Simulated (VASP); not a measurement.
Set up this calculation in VASP 6.6.1, as the native input.

| Quantity | Value |
| --- | --- |
| Task | single point |
| Functional | PBE |
| Dispersion | D3(BJ) |
| Potentials or basis | VASP PAW PBE potentials, release 64 (Se, Sn_d) |
| Cutoff | 520 eV |
| k mesh | 9 × 9 × 1 |
| Occupations | gaussian, width 0.05 eV |
| Spin | no spin polarisation |
| Dipole correction | yes |
| Further INCAR settings | ALGO = Normal; EDIFF = 1e-07; NBANDS = 20 |

The structure of SnSe2 lies in POSCAR:

```
SnSe2
1.0
    3.8244691777      0.0000000000      0.0000000000
   -1.9122345888      3.3120874639      0.0000000000
    0.0000000000      0.0000000000     23.2019717807
Se Sn
2 1
Direct
    0.6666666667      0.3333333333      0.4309978520
    0.3333333333      0.6666666667      0.5690021480
    0.0000000000      0.0000000000      0.5000000091
```

One way to write it, as run:

INCAR

```
  ALGO = Normal
  DIPOL = 0.5 0.5 0.500
  EDIFF = 1E-7
  ENCUT = 520
  GGA = PE
  IDIPOL = 3
  ISIF = 2
  ISMEAR = 0
  IVDW = 12
  LASPH = True
  LCHARG = False
  LDIPOL = True
  LREAL = False
  LWAVE = False
  NBANDS = 20
  NELM = 100
  PREC = Accurate
  SIGMA = 0.05
```

KPOINTS

```
k-points
0
Gamma
  9 9 1
```

Potentials or basis: VASP PAW PBE potentials, release 64 (Se, Sn_d).

The run is started by

```sh
$ cat potpaw_PBE.64/Se/POTCAR potpaw_PBE.64/Sn_d/POTCAR > POTCAR
$ mpirun -np 1 vasp_std > vasp.out
```

It gave:

```json
{
  "Largest force": "0.009 eV/Å",
  "Band gap on the k mesh": "0.82 eV, indirect (least direct gap 1.16 eV)",
  "Dispersion energy per atom": "-0.253 eV"
}
```

Caveat: spin-orbit coupling is left out, which moves the levels of the heavy elements.

It took 3 min on 1 thread of Intel Xeon 6975P-C, on a shared host, peak memory 0.4 GiB.
